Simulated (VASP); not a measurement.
# SnSe (Pnma) in VASP: further runs, part 2 of 3

VASP 6.6.1. The steps go on from the part before.

## Step 3: Single point, PBE exchange alone

INCAR

```
SYSTEM = SnSe
PREC = Accurate
ENCUT = 520
EDIFF = 1E-6
ISMEAR = -1
SIGMA = 0.05
LREAL = .False.
LASPH = .True.
NELM = 100
ALGO = Normal
ISIF = 2
LWAVE = .False.
LCHARG = .True.
GGA = PE
ALDAC = 0.0
AGGAC = 0.0
LELF = .True.
LVHAR = .True.
NBANDS = 50
```

KPOINTS

```
Automatic mesh
0
Gamma
  3 6 6
  0 0 0
```

POSCAR

```
SnSe
1.0
   11.3433533953      0.0000000000      0.0000000000
    0.0000000000      4.1618783473      0.0000000000
    0.0000000000      0.0000000000      4.4300662122
Sn Se
4 4
Direct
    0.8770000000      0.7500000000      0.9090000000
    0.6230000000      0.2500000000      0.4090000000
    0.3770000000      0.7500000000      0.5910000000
    0.1230000000      0.2500000000      0.0910000000
    0.6430000000      0.7500000000      0.9840000000
    0.8570000000      0.2500000000      0.4840000000
    0.1430000000      0.7500000000      0.5160000000
    0.3570000000      0.2500000000      0.0160000000
```

Potentials or basis: VASP PAW PBE potentials, release 64 (Sn_d, Se).

Started as:

```
$ cat potpaw_PBE.64/Sn_d/POTCAR potpaw_PBE.64/Se/POTCAR > POTCAR
$ mpirun -np 1 vasp_std > vasp.out
```

OUTCAR:

```text
SYSTEM = SnSe
   PREC = Accurate
   ENCUT = 520
   EDIFF = 1E-6
   ISMEAR = -1
   LREAL = .False.
   LASPH = .True.
   NELM = 100
   ISIF = 2
   GGA = PE

 ion  position               nearest neighbor table
   1  0.877  0.750  0.909-   5 2.68   6 2.82   6 2.82   4 3.57   4 3.57
   2  0.623  0.250  0.409-   6 2.68   5 2.82   5 2.82   3 3.57   3 3.57
   3  0.377  0.750  0.591-   7 2.68   8 2.82   8 2.82   2 3.57   2 3.57
   4  0.123  0.250  0.091-   8 2.68   7 2.82   7 2.82   1 3.57   1 3.57
   5  0.643  0.750  0.984-   1 2.68   2 2.82   2 2.82
   6  0.857  0.250  0.484-   2 2.68   1 2.82   1 2.82
   7  0.143  0.750  0.516-   3 2.68   4 2.82   4 2.82
   8  0.357  0.250  0.016-   4 2.68   3 2.82   3 2.82

  LATTYP: Found a simple orthorhombic cell.
 ALAT       =     4.1618783473
 B/A-ratio  =     1.0644391408
 C/A-ratio  =     2.7255369928

  Lattice vectors:

 A1 = (   0.0000000000,   4.1618783473,   0.0000000000)
 A2 = (   0.0000000000,   0.0000000000,   4.4300662122)
 A3 = (  11.3433533953,   0.0000000000,   0.0000000000)

Analysis of symmetry for initial positions (statically):
=====================================================================
 Subroutine PRICEL returns:
 Original cell was already a primitive cell.

 Routine SETGRP: Setting up the symmetry group for a
 simple orthorhombic supercell.

 Subroutine GETGRP returns: Found  8 space group operations
 (whereof  2 operations were pure point group operations)
 out of a pool of  8 trial point group operations.

The static configuration has the point symmetry S_2 .
 The point group associated with its full space group is D_2h.

Analysis of symmetry for dynamics (positions and initial velocities):
=====================================================================
 Subroutine PRICEL returns:
[... 142 lines left out ...]
     AMIX_MAG =   1.60;   BMIX_MAG =  1.00
  volume/ion in A,a.u.               =      26.14       176.42
  Fermi-wavevector in a.u.,A,eV,Ry     =   1.188387  2.245725 19.215006  1.412263
  Thomas-Fermi vector in A             =   2.324517
   LORBIT       =      0    0 simple, 1 ext, 2 COOP (PROOUT), +10 PAW based schemes
   GGA     = PE    functional components
   LHFCALC =     F    Hartree Fock is set to
   AEXX    =    0.0000 exact exchange contribution
   IVDW    =     0    specifies the selected vdW correction
   LEPSILON=     F    determine dielectric tensor
   LRPA    =     F    only Hartree local field effects (RPA)
 non-spin polarized calculation
  energy-cutoff  :      520.00
  volume of cell :      209.14
 maximum number of plane-waves:      5654
   NGX = 43   NGY = 15   NGZ = 17

 number of electron      79.9999984 magnetization

 Free energy of the ion-electron system (eV)
  ---------------------------------------------------
  ext. energy  EPLUGINS =         0.00000000
  ---------------------------------------------------
  free energy    TOTEN  =       -21.91472355 eV

  energy without entropy =      -21.91468112  energy(sigma->0) =      -21.91470234

 E-fermi :   7.5198     XC(G=0):  -8.1370

 val. band max:        7.1901135285   @ k =   0.0000   0.0000   0.3333
 cond. band min:       7.8473347904   @ k =   0.0000   0.3333   0.0000
 fundamental gap:      0.6572212619
 Fermi energy:         7.5197979366

 k-point     1 :       0.0000    0.0000    0.0000
  band No.  band energies     occupation
      1     -13.9899      2.00000
      2     -13.9758      2.00000
      3     -13.9730      2.00000
      4     -13.9730      2.00000
      5     -13.9689      2.00000
      6     -13.9671      2.00000
[... 1261 lines left out ...]
     49      12.6584      0.00000
     50      12.7020      0.00000

 [... further k-points ...]

------------------------ aborting loop because EDIFF is reached ----------------------------------------

  FORCE on cell =-STRESS in cart. coord.  units (eV):
  Direction    XX          YY          ZZ          XY          YZ          ZX
  --------------------------------------------------------------------------------------
  -------------------------------------------------------------------------------------
  Total       21.2360985     16.8972372     16.4233398      0.0000000      0.0000000      0.0000000
  in kB      162.6837790    129.4449827    125.8145876      0.0000000      0.0000000      0.0000000
  external PRESSURE =     139.3144498 kB  Pullay stress =       0.0000000 kB

 VOLUME and BASIS-vectors are now :
 -----------------------------------------------------------------------------
  energy-cutoff  :      520.00
  volume of cell :      209.14
      direct lattice vectors                 reciprocal lattice vectors
    11.343353395  0.000000000  0.000000000     0.088157352  0.000000000  0.000000000
     0.000000000  4.161878347  0.000000000     0.000000000  0.240276125  0.000000000
     0.000000000  0.000000000  4.430066212     0.000000000  0.000000000  0.225730260

 POSITION                                       TOTAL-FORCE (eV/Angst)
 -----------------------------------------------------------------------------------
      9.94812      3.12141      4.02693         0.712327      0.000000      0.170772
      7.06691      1.04047      1.81190        -0.712327      0.000000      0.170772
      4.27644      3.12141      2.61817         0.712327      0.000000     -0.170772
      1.39523      1.04047      0.40314        -0.712327     -0.000000     -0.170772
      7.29378      3.12141      4.35919        -0.567095     -0.000000     -0.146818
      9.72125      1.04047      2.14415         0.567095      0.000000     -0.146818
      1.62210      3.12141      2.28591        -0.567095     -0.000000      0.146818
      4.04958      1.04047      0.07088         0.567095      0.000000      0.146818
 -----------------------------------------------------------------------------------
    total drift:                                0.000000      0.000000      0.000000

  FREE ENERGIE OF THE ION-ELECTRON SYSTEM (eV)
  ---------------------------------------------------
  free  energy   TOTEN  =       -21.9147235490 eV

  energy  without entropy=      -21.9146811239  energy(sigma->0) =      -21.91470234
```

stdout:

```text
POSCAR found type information on POSCAR SnSe
 POSCAR found :  2 types and       8 ions
 scaLAPACK will be used
 LDA part: xc-table for (Slater+PW92), standard interpolation
 POSCAR, INCAR and KPOINTS ok, starting setup
 FFT: planning ... GRIDC
 FFT: planning ... GRID_SOFT
 FFT: planning ... GRID
 WAVECAR not read
 entering main loop
```

Run time: 8.1 min. Hardware: 1 thread of Intel Xeon 8259CL, shared host; peak memory 0.44 GiB.

What came out:

```
Free energy            : -21.9147 eV
Pressure               : 13.9 GPa
Largest force          : 0.733 eV/Å
Band gap on the k mesh : 0.66 eV (least direct gap 0.83 eV)
```

Forces in eV/Å, atoms in the order of the input:
```
Sn   0.712  0.000  0.171
Sn  -0.712  0.000  0.171
Sn   0.712  0.000 -0.171
Sn  -0.712  0.000 -0.171
Se  -0.567  0.000 -0.147
Se   0.567  0.000 -0.147
Se  -0.567  0.000  0.147
Se   0.567  0.000  0.147
```

Caveat: the cell stands under pressure; semilocal functionals underestimate gaps, and a narrow one can read as zero; spin-orbit coupling is left out, which moves the levels of the heavy elements.

## Step 4: Relaxation of cell and atoms, PBEsol

This run uses another cell than the first one, of 26.68 Å³/atom.

INCAR

```
SYSTEM = SnSe
PREC = Accurate
ENCUT = 600
EDIFF = 1E-7
ISMEAR = -1
SIGMA = 0.05
LREAL = .FALSE.
LASPH = .TRUE.
NELM = 60
ALGO = Normal
ISIF = 3
LWAVE = .FALSE.
LCHARG = .FALSE.
GGA = PS
IBRION = 2
NSW = 60
EDIFFG = -0.01
```

KPOINTS

```
Automatic mesh
0
G
  3 6 6
  0 0 0
```

POSCAR, as its differences from that of step 3:

```diff
@@ -2,5 +2,5 @@
 1.0
-   11.3433533953      0.0000000000      0.0000000000
-    0.0000000000      4.1618783473      0.0000000000
-    0.0000000000      0.0000000000      4.4300662122
+   11.4200000000      0.0000000000      0.0000000000
+    0.0000000000      4.1900000000      0.0000000000
+    0.0000000000      0.0000000000      4.4600000000
 Sn Se
```

Started as:

```
$ cat potpaw_PBE.64/Sn_d/POTCAR potpaw_PBE.64/Se/POTCAR > POTCAR
$ mpirun -np 1 vasp_std > vasp.out
```

It took 73 min on 1 thread of Oxide Virtual Turin-like, shared host; peak memory 0.54 GiB.

It converged, with:

```
Free energy                           : -35.9296 eV
Relaxed volume                        : 25.93 Å³/atom
Relaxed cell                          : a = 11.452 Å, b = 4.163 Å, c = 4.351 Å, α = 90.00°, β = 90.00°, γ = 90.00°
Space group after relaxing (to 0.1 Å) : Pnma (No. 62)
Energy gained by relaxing             : 7.1 meV/atom
Ionic steps                           : 14
Pressure after relaxing               : 0.0 GPa
Largest force after relaxing          : 0.010 eV/Å
Band gap on the k mesh                : 0.40 eV (least direct gap 0.50 eV)
```

Forces in eV/Å, atoms in the order of the input:
```
Sn   0.008  0.000 -0.006
Sn  -0.008  0.000 -0.006
Sn   0.008  0.000  0.006
Sn  -0.008  0.000  0.006
Se  -0.001  0.000 -0.003
Se   0.001  0.000 -0.003
Se  -0.001  0.000  0.003
Se   0.001  0.000  0.003
```

Step by step:
```csv
step,energy change (eV),largest force (eV/Å),pressure (GPa),volume (Å³)
1,0.0000,0.2492,-0.49,213.41
2,-0.0418,0.1106,-0.16,210.86
3,-0.0420,0.1069,-0.14,210.73
4,-0.0464,0.0979,-0.05,209.87
5,-0.0540,0.0683,0.23,207.29
6,-0.0544,0.0573,0.34,206.44
7,-0.0559,0.0335,-0.12,207.41
8,-0.0561,0.0207,0.01,207.14
9,-0.0563,0.0206,0.01,207.18
10,-0.0565,0.0218,0.00,207.28
11,-0.0566,0.0136,0.00,207.31
12,-0.0567,0.0101,0.01,207.35
13,-0.0567,0.0118,0.01,207.36
14,-0.0568,0.0100,-0.01,207.44
```

Final structure:
```xyz
8
Lattice="11.4519 0.0000 0.0000 0.0000 4.1626 0.0000 0.0000 0.0000 4.3515" Properties=species:S:1:pos:R:3 pbc="T T T"
Sn   10.0907    3.1220    3.9617
Sn    7.0872    1.0407    1.7860
Sn    4.3647    3.1220    2.5655
Sn    1.3612    1.0407    0.3898
Se    7.3556    3.1220    4.2638
Se    9.8223    1.0407    2.0881
Se    1.6296    3.1220    2.2634
Se    4.0963    1.0407    0.0877
```

Levels at points of the mesh, in eV from the valence-band top:
```csv
k point,band 38,band 39,band 40,band 41,band 42,band 43
"(0.00, 0.00, 0.00)",-1.38,-0.78,-0.63,0.46,2.94,3.01
"(0.00, 0.50, 0.00)",-1.06,-0.65,-0.65,0.83,0.83,1.35
"(0.00, 0.00, 0.50)",-0.84,-0.32,-0.32,1.14,1.14,1.35
"(0.00, 0.50, 0.50)",-2.41,-1.62,-1.62,2.58,2.58,2.98
```

Caveat: semilocal functionals underestimate gaps, and a narrow one can read as zero; the PAW data sets were made with another functional, which shifts forces and pressure a little; spin-orbit coupling is left out, which moves the levels of the heavy elements. A k mesh can miss the band edges.

(Continued in part 3 of 3.)
